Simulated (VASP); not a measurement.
Wanted: the native input for a VASP 6.6.1 run.

```
Task                   : electric field gradients
Functional             : r2SCAN
Potentials or basis    : VASP PAW PBE potentials, release 64 (Co, H)
Cutoff                 : 520 eV
k mesh                 : 13 × 13 × 13
Occupations            : fermi-dirac, width 0.05 eV
Spin                   : collinear spin, ferromagnetic start
Starting moments       : [2.0, 0.0] μB
Dipole correction      : no
Further INCAR settings : ALGO = Normal; EDIFF = 1e-08; NBANDS = 16
```

The system is CoH.

```
Co H
1.0
     0.00000    1.84296    1.84296
     1.84296    0.00000    1.84296
     1.84296    1.84296    0.00000
Co H
1 1
Direct
  0.00000 0.00000 0.00000
  0.50000 0.50000 0.50000
```

One way to write it, as run:

POSCAR

```
CoH
1.0
    0.0000000000      1.8429617100      1.8429617100
    1.8429617100      0.0000000000      1.8429617100
    1.8429617100      1.8429617100      0.0000000000
Co H
1 1
Direct
    0.0000000000      0.0000000000      0.0000000000
    0.5000000000      0.5000000000      0.5000000000
```

INCAR.step1

```
SYSTEM = CoH
  ALGO = Normal
  EDIFF = 1E-4
  ENCUT = 520
  GGA = PE
  ISMEAR = -1
  ISPIN = 2
  LASPH = .True.
  LCHARG = .False.
  LMAXMIX = 4
  LREAL = .False.
  LWAVE = .True.
  MAGMOM = 2 0
  NBANDS = 16
  NELM = 150
  PREC = Accurate
  SIGMA = 0.05
```

INCAR.step2

```
SYSTEM = CoH
  ALGO = Normal
  EDIFF = 1E-8
  ENCUT = 520
  ISIF = 2
  ISMEAR = -1
  ISPIN = 2
  ISTART = 1
  LASPH = .True.
  LCHARG = .False.
  LEFG = .True.
  LMAXMIX = 4
  LMIXTAU = .True.
  LORBIT = 11
  LREAL = .False.
  LWAVE = .False.
  MAGMOM = 2 0
  METAGGA = R2SCAN
  NBANDS = 16
  NELM = 150
  PREC = Accurate
  SIGMA = 0.05
```

KPOINTS

```
k-points
0
Gamma
  13 13 13
  0 0 0
```

Potentials or basis: VASP PAW PBE potentials, release 64 (Co, H).

Command:

```console
$ cat potpaw_PBE.64/Co/POTCAR potpaw_PBE.64/H/POTCAR > POTCAR
$ cp INCAR.step1 INCAR
$ mpirun -np 1 vasp_std > vasp.out
$ cp INCAR.step2 INCAR
$ mpirun -np 1 vasp_std > vasp.out
```

Results of the run:

The pressure is 0.0 GPa and the net moment is 1.43 μB per cell. The site moments are Co +1.50; H -0.01 μB and the largest electric field gradient by atom is zero within the noise of the run. The valence electrons inside the program's atomic spheres are Co 8.39; H 0.56.

Caveat: the PAW data sets were made with another functional, which shifts forces and pressure a little.

Wall time 110 s on 1 thread of Intel(R) Xeon(R) 6975P-C (Granite Rapids), on a shared host, peak memory 0.15 GiB.
